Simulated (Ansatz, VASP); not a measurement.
## Two plane-wave programs on B3N2

INCAR

```
SYSTEM = B3N2
ALGO = Normal
EDIFF = 1E-6
EDIFFG = -0.04
ENCUT = 600
GGA = PE
IBRION = 2
ISIF = 3
ISMEAR = 0
LASPH = .True.
LCHARG = .False.
LREAL = .False.
LWAVE = .False.
NELM = 80
NSW = 90
PREC = Accurate
SIGMA = 0.1
```

KPOINTS

```
k-points
0
Gamma
  6 6 6
  0 0 0
```

Contents of POSCAR:

```
B3N2
1.0
    2.3941797400      1.3822803200      1.9333846200
   -2.3941797400      1.3822803200      1.9333846200
    0.0000000000     -2.7645606400      1.9333846200
B N
3 2
Direct
    0.0000000000      0.2500000000      0.7500000000
    0.7500000000      0.0000000000      0.2500000000
    0.2500000000      0.7500000000      0.0000000000
    0.2599999900      0.2599999900      0.2599999900
    0.7400000100      0.7400000100      0.7400000100
```

Input for Ansatz:

```yaml
crystal:
  lattice:
    - [2.39417974, 1.38228032, 1.93338462]
    - [-2.39417974, 1.38228032, 1.93338462]
    - [0.0, -2.76456064, 1.93338462]
  atoms:
    - { symbol: B, position: [0.0, 0.25, 0.75] }
    - { symbol: B, position: [0.75, 0.0, 0.25] }
    - { symbol: B, position: [0.25, 0.75, 0.0] }
    - { symbol: "N", position: [0.25999999, 0.25999999, 0.25999999] }
    - { symbol: "N", position: [0.74000001, 0.74000001, 0.74000001] }
basis:
  ecutwfc: 420
kpoints:
  mp_grid: { grid: [6, 6, 6] }
hamiltonian:
  xc: pbe
scf:
  occupations: { method: gaussian, width: 0.1 }
  lower_state_search: "off"
output:
  forces: true
  stress: true
  eigenvalues: true
relax:
  adjacent_minimum: "off"
  f_tol: 0.04
  max_steps: 70
  cell: { stress_tol: 0.4 }
```

Change from the starting cell: species swapped into the Ni3Se2 type (R32, No. 155).

Alike in both runs: task relaxation of cell and atoms; functional PBE; k mesh 6 × 6 × 6; occupations gaussian, width 0.1 eV; no spin polarisation.

```csv
,VASP,Ansatz
version,VASP 6.6.1,Ansatz 0.2.0
potentials or method,"VASP PAW PBE potentials, release 64 (B, N), cutoff 600 eV","scalar-relativistic, plane waves, PAW"
valence electrons in the cell,19,19
```

```tsv
	VASP	Ansatz	Ansatz less VASP
gap on the k mesh at the Fermi level, each at its own relaxed structure (eV)	none	none	-
relaxed volume (Å³/atom)	7.84	10.68	+2.843
relaxed length of the cell vector where the two differ most in proportion (Å)	3.683	4.539	+0.8559
```

A gap of «none» marks a metal or a gap that the smearing closes. One of these differences is far larger than is usual between the two programs; its cause wasn't traced.
